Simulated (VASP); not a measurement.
Write the native input for VASP 6.6.1 that does the following.

- Task: relaxation of cell and atoms
- Functional: PBE
- Potentials or basis: VASP PAW PBE potentials, release 64 (Cs_sv, Be)
- Cutoff: 600 eV
- k mesh: 10 × 10 × 10
- Occupations: gaussian, width 0.1 eV
- Spin: no spin polarisation
- Dipole correction: no
- Further INCAR settings: ALGO = Fast; EDIFF = 1e-06; IBRION = 2; EDIFFG = -0.01; NSW = 100; ISIF = 3

The structure of Cs2Be lies in POSCAR:

```
Cs2Be
1.0
    0.0000000000      4.4525576711      4.4525576711
    4.4525576711      0.0000000000      4.4525576711
    4.4525576711      4.4525576711      0.0000000000
Cs Be
2 1
Direct
    0.2500000000      0.2500000000      0.2500000000
    0.7500000000      0.7500000000      0.7500000000
    0.0000000000      0.0000000000      0.0000000000
```

The input as run:

INCAR

```
PREC     = Accurate       # precision mode
ENCUT    = 600            # plane-wave cutoff, eV
EDIFF    = 1E-6           # SCF threshold, eV
ISMEAR   = 0              # smearing method
SIGMA    = 0.1            # smearing width, eV
LREAL    = F              # projectors in reciprocal space
LASPH    = T              # aspherical terms in the spheres
NELM     = 80             # most SCF steps
ALGO     = Fast           # electronic algorithm
ISIF     = 3              # what is computed and relaxed
LWAVE    = F              # write WAVECAR
LCHARG   = F              # write CHGCAR
GGA      = PE             # functional
IBRION   = 2              # ionic algorithm
NSW      = 100            # ionic steps
EDIFFG   = -0.01          # ionic threshold
```

KPOINTS

```
regular mesh
0
Gamma
  10 10 10
```

Potentials or basis: VASP PAW PBE potentials, release 64 (Cs_sv, Be).

Run with:

```sh
$ cat potpaw_PBE.64/Cs_sv/POTCAR potpaw_PBE.64/Be/POTCAR > POTCAR
$ mpirun -np 1 vasp_std > vasp.out
```

Results of the run:

```
Relaxed volume                        : 62.50 Å³/atom
Relaxed cell                          : a = 6.425 Å, b = 6.425 Å, c = 6.425 Å, α = 60.00°, β = 60.00°, γ = 60.00°
Space group after relaxing (to 0.1 Å) : Fm-3m (No. 225)
Energy gained by relaxing             : 3.4 meV/atom
Ionic steps                           : 3
Pressure after relaxing               : 0.0 GPa
Band gap on the k mesh                : zero (bands 10 and 11 overlap by 0.03 eV)
```

Caveat: spin-orbit coupling is left out, which moves the levels of the heavy elements.

It took 11 min on 1 thread of Intel Xeon 8259CL, on a shared host, peak memory 0.42 GiB.
